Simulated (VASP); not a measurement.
Here is a VASP 6.6.1 calculation.

Contents of INCAR:

```
ALGO     = Normal         # electronic algorithm
EDIFF    = 1E-7           # SCF threshold, eV
EDIFFG   = -0.01          # ionic threshold
ENCUT    = 600            # plane-wave cutoff, eV
GGA      = PS             # functional
IBRION   = 2              # ionic algorithm
ISIF     = 4              # what is computed and relaxed
ISMEAR   = 0              # smearing method
LASPH    = True           # aspherical terms in the spheres
LCHARG   = False          # write CHGCAR
LREAL    = False          # projectors in reciprocal space
LWAVE    = False          # write WAVECAR
NELM     = 100            # most SCF steps
NSW      = 50             # ionic steps
PREC     = Accurate       # precision mode
SIGMA    = 0.1            # smearing width, eV
```

File KPOINTS:

```
k-points
0
Gamma
  6 6 6
```

File POSCAR:

```
InP3
1.0
    3.6065567554      2.0822465136      3.0619836375
   -3.6065567554      2.0822465136      3.0619836375
    0.0000000000     -4.1644930271      3.0619836375
In P
2 6
Direct
    0.2787907308      0.2787907308      0.2787907308
    0.7212092692      0.7212092692      0.7212092692
    0.7894158848      0.2366711094      0.7894158848
    0.7894158848      0.7894158848      0.2366711094
    0.2366711094      0.7894158848      0.7894158848
    0.2105841152      0.7633288906      0.2105841152
    0.7633288906      0.2105841152      0.2105841152
    0.2105841152      0.2105841152      0.7633288906
```

Potentials or basis: VASP PAW PBE potentials, release 64 (In_d, P).

Command:

```console
$ cat potpaw_PBE.64/In_d/POTCAR potpaw_PBE.64/P/POTCAR > POTCAR
$ mpirun -np 1 vasp_std > vasp.out
```

(1) What does it give for the band gap on the k mesh?

## Answers

(1) zero (bands 28 and 29 overlap by 0.33 eV).

Caveat: semilocal functionals underestimate gaps, and a narrow one can read as zero; spin-orbit coupling is left out, which moves the levels of the heavy elements.
